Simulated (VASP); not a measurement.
# MgO3 (Im-3m) in VASP: notebook

MgO3 is run at these levels: PBE; tasks: single point, relaxation of cell and atoms.

Everything below comes from runs of VASP 6.6.1. Logs are shortened: lines on timing, memory, paths and dates and some standing lists are left out, and cuts for length are marked.

## (1) The cell of the first run

The structure is cubic, space group Im-3m (No. 229). The conventional cell has a = 4.609 Å, b = 4.609 Å, c = 4.609 Å, α = 90.00°, β = 90.00°, γ = 90.00°. Within 3.0 Å of Mg (site symmetry m-3m) lie 6 O at 2.30 Å. O (site symmetry 4/mmm) has 2 Mg at 2.30 Å and 4 O at 2.30 Å within 3.0 Å.

## (2) Single point, PBE, collinear spin, ferromagnetic start

Contents of INCAR:

```
SYSTEM = MgO3
ALGO = Normal ; EDIFF = 1E-6
ENCUT = 520 ; GGA = PE
ISIF = 2 ; ISMEAR = 0
ISPIN = 2 ; LASPH = .True.
LCHARG = .True. ; LELF = .True.
LORBIT = 11 ; LREAL = .False.
LVHAR = .True. ; LWAVE = .False.
MAGMOM = 0 1 1 1 ; NBANDS = 22
NELM = 150 ; PREC = Accurate
SIGMA = 0.1
```

Contents of KPOINTS:

```
k-points
0
Gamma
  6 6 6
  0 0 0
```

Contents of POSCAR:

```
MgO3
1.0
   -2.3044918200      2.3044918200      2.3044918200
    2.3044918200     -2.3044918200      2.3044918200
    2.3044918200      2.3044918200     -2.3044918200
Mg O
1 3
Direct
    0.0000000000      0.0000000000      0.0000000000
    0.0000000000      0.5000000000      0.5000000000
    0.5000000000      0.0000000000      0.5000000000
    0.5000000000      0.5000000000      0.0000000000
```

Potentials or basis: VASP PAW PBE potentials, release 64 (Mg, O).

Command:

```bash
$ cat potpaw_PBE.64/Mg/POTCAR potpaw_PBE.64/O/POTCAR > POTCAR
$ mpirun -np 1 vasp_std > vasp.out
```

OUTCAR:

```text
SYSTEM = MgO3
   EDIFF = 1E-6
   ENCUT = 520
   GGA = PE
   ISIF = 2
   ISMEAR = 0
   ISPIN = 2
   LASPH = .True.
   LORBIT = 11
   LREAL = .False.
   NELM = 150
   PREC = Accurate

 ion  position               nearest neighbor table
   1  0.000  0.000  0.000-   2 2.30   3 2.30   4 2.30   2 2.30   3 2.30   4 2.30
   2  0.000  0.500  0.500-   1 2.30   1 2.30
   3  0.500  0.000  0.500-   1 2.30   1 2.30
   4  0.500  0.500  0.000-   1 2.30   1 2.30

  LATTYP: Found a body centered cubic cell.
 ALAT       =     4.6089836400

  Lattice vectors:

 A1 = (  -2.3044918200,   2.3044918200,   2.3044918200)
 A2 = (   2.3044918200,  -2.3044918200,   2.3044918200)
 A3 = (   2.3044918200,   2.3044918200,  -2.3044918200)

Analysis of symmetry for initial positions (statically):
=====================================================================
 Subroutine PRICEL returns:
 Original cell was already a primitive cell.

 Routine SETGRP: Setting up the symmetry group for a
 body centered cubic supercell.

 Subroutine GETGRP returns: Found 48 space group operations
 (whereof 48 operations were pure point group operations)
 out of a pool of 48 trial point group operations.

The static configuration has the point symmetry O_h .

Analysis of symmetry for dynamics (positions and initial velocities):
=====================================================================
 Subroutine PRICEL returns:
 Original cell was already a primitive cell.

 Routine SETGRP: Setting up the symmetry group for a
 body centered cubic supercell.

 Subroutine GETGRP returns: Found 48 space group operations
 (whereof 48 operations were pure point group operations)
 out of a pool of 48 trial point group operations.

The dynamic configuration has the point symmetry O_h .

Analysis of structural, dynamic, and magnetic symmetry:
=====================================================================
 Subroutine PRICEL returns:
 Original cell was already a primitive cell.

 Routine SETGRP: Setting up the symmetry group for a
 body centered cubic supercell.

 Subroutine GETGRP returns: Found 48 space group operations
 (whereof 48 operations were pure point group operations)
 out of a pool of 48 trial point group operations.

The overall configuration has the point symmetry O_h .

 Subroutine INISYM returns: Found 48 space group operations
 (whereof 48 operations are pure point group operations),
 and found     1 'primitive' translations

----------------------------------------------------------------------------------------

                                     Primitive cell

  volume of cell :      48.9537

  direct lattice vectors                    reciprocal lattice vectors
    -2.304491820  2.304491820  2.304491820     0.000000000  0.216967574  0.216967574
     2.304491820 -2.304491820  2.304491820     0.216967574  0.000000000  0.216967574
     2.304491820  2.304491820 -2.304491820     0.216967574  0.216967574  0.000000000

  length of vectors
     3.991496918  3.991496918  3.991496918     0.306838486  0.306838486  0.306838486

  position of ions in fractional coordinates (direct lattice)
     0.000000000  0.000000000  0.000000000
     0.000000000  0.500000000  0.500000000
     0.500000000  0.000000000  0.500000000
     0.500000000  0.500000000  0.000000000

  ion indices of the primitive-cell ions
   primitive index   ion index
                 1           1
                 2           2
                 3           3
                 4           4

----------------------------------------------------------------------------------------

 KPOINTS: k-points

Automatic generation of k-mesh.
 Grid dimensions read from file:
 generate k-points for:    6    6    6

 Generating k-lattice:

  Cartesian coordinates                     Fractional coordinates (reciprocal lattice)
     0.000000000  0.036161262  0.036161262     0.166666667  0.000000000  0.000000000
     0.036161262  0.000000000  0.036161262     0.000000000  0.166666667  0.000000000
     0.036161262  0.036161262  0.000000000     0.000000000  0.000000000  0.166666667

  Length of vectors
     0.051139748  0.051139748  0.051139748

  Shift w.r.t. Gamma in fractional coordinates (k-lattice)
     0.000000000  0.000000000  0.000000000

 Subroutine IBZKPT returns following result:
 ===========================================

 Found     16 irreducible k-points:

 Following reciprocal coordinates:
            Coordinates               Weight
  0.000000  0.000000  0.000000      1.000000
  0.166667  0.000000  0.000000     12.000000
  0.333333  0.000000  0.000000     12.000000
  0.500000  0.000000  0.000000      6.000000
  0.166667  0.166667  0.000000     24.000000
  0.333333  0.166667  0.000000     48.000000
[... 8 lines left out ...]
  0.500000  0.500000  0.333333     12.000000
  0.500000  0.500000  0.500000      1.000000
   k-points           NKPTS =     16   k-points in BZ     NKDIM =     16   number of bands    NBANDS=     22
   number of dos      NEDOS =    301   number of ions     NIONS =      4
   total plane-waves  NPLWV =  27000
   dimension x,y,z NGX =    30 NGY =   30 NGZ =   30
   dimension x,y,z NGXF=    60 NGYF=   60 NGZF=   60
   ions per type =               1   3
   NGX,Y,Z   is equivalent  to a cutoff of  12.50, 12.50, 12.50 a.u.
   NGXF,Y,Z  is equivalent  to a cutoff of  24.99, 24.99, 24.99 a.u.
 SYSTEM =  MgO3
   PREC   = accura    normal or accurate (medium, high low for compatibility)
   ISTART =      0    job   : 0-new  1-cont  2-samecut
   ICHARG =      2    charge: 1-file 2-atom 10-const
   ISPIN  =      2    spin polarized calculation?
   LNONCOLLINEAR =      F non collinear calculations
   LSORBIT =      F    spin-orbit coupling
   LASPH  =      T    aspherical Exc in radial PAW
   ENCUT  =  520.0 eV  38.22 Ry    6.18 a.u.   7.42  7.42  7.42*2*pi/ulx,y,z
   NELM   =    150;   NELMIN=  2; NELMDL= -5     # of ELM steps
   EDIFF  = 0.1E-05   stopping-criterion for ELM
   LREAL  =      F    real-space projection
   EDIFFG = 0.1E-04   stopping-criterion for IOM
   NSW    =      0    number of steps for IOM
   IBRION =     -1    ionic relax: 0-MD 1-quasi-New 2-CG
   NFREE  =      0    steps in history (QN), initial steepest desc. (CG)
   ISIF   =      2    stress and relaxation
   ISYM   =      2    0-nonsym 1-usesym 2-fastsym
   POTIM  = 0.5000    time-step for ionic-motion
   TEBEG  =    0.0;   TEEND  =   0.0 temperature during run
   PSTRESS=    0.0 pullay stress
   NELECT =      20.0000    total number of electrons
   NUPDOWN=      -1.0000    fix difference up-down
   EMIN   =  10.00;   EMAX   =-10.00  energy-range for DOS
   EFERMI =   0.00;   METHOD = LEGACY
   ISMEAR =     0;   SIGMA  =   0.10  broadening in eV -4-tet -1-fermi 0-gaus
   EFERMI_NEDOS =   21; number of points for ismear=-14 and -15
   IALGO  =     38    algorithm
   IMIX   =      4    mixing-type and parameters
     AMIX     =   0.40;   BMIX     =  1.00
     AMIX_MAG =   1.60;   BMIX_MAG =  1.00
  volume/ion in A,a.u.               =      12.24        82.59
  Fermi-wavevector in a.u.,A,eV,Ry     =   1.214758  2.295559 20.077250  1.475636
  Thomas-Fermi vector in A             =   2.350167
   LORBIT       =     11    0 simple, 1 ext, 2 COOP (PROOUT), +10 PAW based schemes
   GGA     = PE    functional components
   LHFCALC =     F    Hartree Fock is set to
   AEXX    =    0.0000 exact exchange contribution
   IVDW    =     0    specifies the selected vdW correction
   LEPSILON=     F    determine dielectric tensor
   LRPA    =     F    only Hartree local field effects (RPA)
 spin polarized calculation
 Gauss-broadening in eV      SIGMA  =   0.10
  energy-cutoff  :      520.00
  volume of cell :       48.95
 maximum number of plane-waves:      1334
 NGX is ok and might be reduce to    30
   NGX = 15   NGY = 15   NGZ = 15

 number of electron      20.0000016 magnetization       0.9963300

 Free energy of the ion-electron system (eV)
  ---------------------------------------------------
  ext. energy  EPLUGINS =         0.00000000
  ---------------------------------------------------
  free energy    TOTEN  =       -17.53625549 eV

  energy without entropy =      -17.53562839  energy(sigma->0) =      -17.53594194

 E-fermi :   0.2193     XC(G=0):  -9.6816

 val. band max:        0.0732363101   @ k =   0.3333   0.0000   0.0000
 cond. band min:       0.3348752334   @ k =   0.1667   0.1667   0.1667
 fundamental gap:      0.2616389232
 Fermi energy:         0.2192839705

 spin component 1

 k-point     1 :       0.0000    0.0000    0.0000
  band No.  band energies     occupation
      1     -17.9553      1.00000
      2     -15.4468      1.00000
      3     -15.4468      1.00000
      4      -3.2912      1.00000
      5      -3.2912      1.00000
      6      -3.2912      1.00000
[... 373 lines left out ...]
      5      -4.3603      1.00000
      6      -4.3603      1.00000
[... 14 lines left out ...]
     21      17.3632      0.00000
     22      19.9911      0.00000
 Fermi energy:         0.2192839705

 spin component 2

 k-point     1 :       0.0000    0.0000    0.0000
  band No.  band energies     occupation
      1     -17.4365      1.00000
      2     -14.8533      1.00000
      3     -14.8533      1.00000
      4      -2.6652      1.00000
      5      -2.6652      1.00000
      6      -2.6652      1.00000
[... 374 lines left out ...]
      6      -3.9127      1.00000
[... 14 lines left out ...]
     21      17.5364      0.00000
     22      19.9904      0.00000

------------------------ aborting loop because EDIFF is reached ----------------------------------------

  FORCE on cell =-STRESS in cart. coord.  units (eV):
  Direction    XX          YY          ZZ          XY          YZ          ZX
  --------------------------------------------------------------------------------------
  -------------------------------------------------------------------------------------
  Total       -6.8509083     -6.8509083     -6.8509083      0.0000000      0.0000000      0.0000000
  in kB     -224.2194253   -224.2194253   -224.2194253      0.0000000      0.0000000      0.0000000
  external PRESSURE =    -224.2194253 kB  Pullay stress =       0.0000000 kB

 VOLUME and BASIS-vectors are now :
 -----------------------------------------------------------------------------
  energy-cutoff  :      520.00
  volume of cell :       48.95
      direct lattice vectors                 reciprocal lattice vectors
    -2.304491820  2.304491820  2.304491820     0.000000000  0.216967574  0.216967574
     2.304491820 -2.304491820  2.304491820     0.216967574  0.000000000  0.216967574
     2.304491820  2.304491820 -2.304491820     0.216967574  0.216967574  0.000000000

 POSITION                                       TOTAL-FORCE (eV/Angst)
 -----------------------------------------------------------------------------------
      0.00000      0.00000      0.00000        -0.000000      0.000000     -0.000000
      2.30449      0.00000      0.00000         0.000000     -0.000000      0.000000
      0.00000      2.30449      0.00000         0.000000     -0.000000     -0.000000
      0.00000      0.00000      2.30449        -0.000000      0.000000      0.000000
 -----------------------------------------------------------------------------------
    total drift:                                0.000000     -0.000000      0.000000

  FREE ENERGIE OF THE ION-ELECTRON SYSTEM (eV)
  ---------------------------------------------------
  free  energy   TOTEN  =       -17.5362554925 eV

  energy  without entropy=      -17.5356283865  energy(sigma->0) =      -17.53594194

 total charge

# of ion       s       p       d       tot
------------------------------------------
    1        0.099   0.090   0.033   0.222
    2        1.613   3.085   0.000   4.697
    3        1.613   3.085   0.000   4.697
    4        1.613   3.085   0.000   4.697
--------------------------------------------------
tot          4.937   9.344   0.033  14.314

 magnetization (x)

# of ion       s       p       d       tot
------------------------------------------
    1       -0.002  -0.001  -0.001  -0.004
    2        0.007   0.279   0.000   0.287
    3        0.007   0.279   0.000   0.287
    4        0.007   0.279   0.000   0.287
--------------------------------------------------
tot          0.019   0.837  -0.001   0.855
```

Run time: 38 s. Hardware: 1 thread of Intel Xeon Platinum 8488C (Sapphire Rapids), shared host; peak memory 0.19 GiB.

What came out:

* Free energy: -17.5363 eV
* Pressure: -22.4 GPa
* Net moment: 1.00 μB per cell
* Site moments: Mg -0.00; O +0.29 μB
* Valence electrons inside the program's atomic spheres: Mg 0.22; O 4.70

Levels at points of the mesh, in eV from the Fermi level:
Spin up:
```csv
k point,band 6,band 7,band 8,band 9,band 10,band 11,band 12,band 13,band 14,band 15
"(0.00, 0.00, 0.00)",-3.51,-1.89,-1.89,-1.89,0.94,0.94,0.94,4.61,10.78,10.78
"(0.50, 0.00, 0.00)",-2.11,-1.82,-1.66,-1.43,-1.40,-0.84,0.95,8.32,9.19,11.24
"(0.50, 0.50, 0.50)",-4.58,-1.36,-1.36,-1.36,0.99,0.99,0.99,6.79,12.01,12.01
```
Spin down:
```csv
k point,band 5,band 6,band 7,band 8,band 9,band 10,band 11,band 12,band 13,band 14
"(0.00, 0.00, 0.00)",-2.88,-2.88,-1.67,-1.67,-1.67,1.73,1.73,1.73,4.71,10.80
"(0.50, 0.00, 0.00)",-3.13,-1.90,-1.43,-1.00,-0.78,-0.74,-0.27,1.75,8.44,9.35
"(0.50, 0.50, 0.50)",-4.13,-4.13,-0.99,-0.99,-0.99,1.80,1.80,1.80,6.82,12.19
```

## (3) Relaxation of cell and atoms, PBE, collinear spin, ferromagnetic start

Contents of INCAR:

```
ALGO = Normal
EDIFF = 1E-7
EDIFFG = -0.04
ENCUT = 600
GGA = PE
IBRION = 2
ISIF = 3
ISMEAR = 0
ISPIN = 2
LASPH = T
LCHARG = F
LORBIT = 11
LREAL = F
LWAVE = F
MAGMOM = 0 1 1 1
NELM = 150
NSW = 90
PREC = Accurate
SIGMA = 0.1
```

Contents of KPOINTS:

```
k-points
0
Gamma
  6 6 6
```

POSCAR is that of step 2.

Potentials or basis: VASP PAW PBE potentials, release 64 (Mg, O).

Command:

```bash
$ cat potpaw_PBE.64/Mg/POTCAR potpaw_PBE.64/O/POTCAR > POTCAR
$ mpirun -np 1 vasp_std > vasp.out
```

It took 69 s on 1 thread of Intel Xeon Platinum 8488C (Sapphire Rapids), shared host; peak memory 0.22 GiB.

Results (log left out):

* Free energy: -18.7058 eV
* Relaxed volume: 9.11 Å³/atom
* Relaxed cell: a = 3.617 Å, b = 3.617 Å, c = 3.617 Å, α = 109.47°, β = 109.47°, γ = 109.47°
* Space group after relaxing (to 0.05 Å): Im-3m (No. 229)
* Energy gained by relaxing: 292.0 meV/atom
* Ionic steps: 3
* Pressure after relaxing: -0.4 GPa
* Net moment: 1.00 μB per cell
* Site moments: Mg -0.00; O +0.29 μB
* Valence electrons inside the program's atomic spheres: Mg 0.36; O 4.78

Step by step:
| step | energy change (eV) | largest force (eV/Å) | pressure (GPa) | volume (Å³) |
| --- | --- | --- | --- | --- |
| 1 | 0.0000 | 0.0000 | -22.51 | 48.95 |
| 2 | -1.1441 | 0.0000 | -5.21 | 37.75 |
| 3 | -1.1679 | 0.0000 | -0.37 | 36.42 |

Final structure:
```yaml
crystal:
  lattice:
    - [-2.08817, 2.08817, 2.08817]
    - [2.08817, -2.08817, 2.08817]
    - [2.08817, 2.08817, -2.08817]
  atoms:
    - { symbol: Mg, position: [0.00000, 0.00000, 0.00000] }
    - { symbol: O, position: [0.00000, 0.50000, 0.50000] }
    - { symbol: O, position: [0.50000, 0.00000, 0.50000] }
    - { symbol: O, position: [0.50000, 0.50000, 0.00000] }
```

Levels at points of the mesh, in eV from the Fermi level:
Spin up:
| k point | band 6 | band 7 | band 8 | band 9 | band 10 | band 11 | band 12 | band 13 | band 14 | band 15 |
| --- | --- | --- | --- | --- | --- | --- | --- | --- | --- | --- |
| (0.00, 0.00, 0.00) | -5.12 | -2.74 | -2.74 | -2.74 | 1.48 | 1.48 | 1.48 | 6.60 | 10.72 | 10.72 |
| (0.50, 0.00, 0.00) | -3.11 | -2.74 | -2.25 | -2.00 | -1.84 | -1.23 | 1.50 | 10.99 | 11.04 | 12.64 |
| (0.50, 0.50, 0.50) | -6.67 | -1.94 | -1.94 | -1.94 | 1.57 | 1.57 | 1.57 | 9.20 | 14.53 | 14.53 |
Spin down:
| k point | band 6 | band 7 | band 8 | band 9 | band 10 | band 11 | band 12 | band 13 |
| --- | --- | --- | --- | --- | --- | --- | --- | --- |
| (0.00, 0.00, 0.00) | -4.48 | -2.51 | -2.51 | -2.51 | 2.31 | 2.31 | 2.31 | 6.75 |
| (0.50, 0.00, 0.00) | -2.89 | -2.33 | -1.57 | -1.28 | -1.19 | -0.65 | 2.34 | 11.15 |
| (0.50, 0.50, 0.50) | -6.22 | -1.56 | -1.56 | -1.56 | 2.42 | 2.42 | 2.42 | 9.27 |

Caveat: the volume moved by over 15 % at a fixed basis, so the end points are rough.

[end of part 1 of 2]
